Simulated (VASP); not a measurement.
Ge, 2 atoms in the cell. The typed cell holds 2 atoms: a = 2.743 Å, b = 2.743 Å, c = 5.050 Å, α = 90.00°, β = 90.00°, γ = 119.04°. 

- Program: VASP 6.6.1
- Task: single point
- Functional: PBEsol
- Potentials or basis: VASP PAW PBE potentials, release 64 (Ge_d)
- Cutoff: 520 eV
- k mesh: 10 × 10 × 6
- Occupations: fermi-dirac, width 0.05 eV
- Spin: no spin polarisation
- Dipole correction: no
- Further INCAR settings: ALGO = Normal; EDIFF = 1e-06; NBANDS = 21

Potentials or basis: VASP PAW PBE potentials, release 64 (Ge_d).

Launch:

```sh
$ cat potpaw_PBE.64/Ge_d/POTCAR > POTCAR
$ mpirun -np 1 vasp_std > vasp.out
```

Hardware: 1 thread of AMD EPYC 9R45 96-Core Processor (Zen 5), with other jobs on the host.

**Question.** How long does it take, and how much memory?

**Answer.** Run time: 23 s on 1 thread of AMD EPYC 9R45 96-Core Processor (Zen 5), on a shared host, peak memory 0.16 GiB. Counts: scf iterations 10, k points 124.
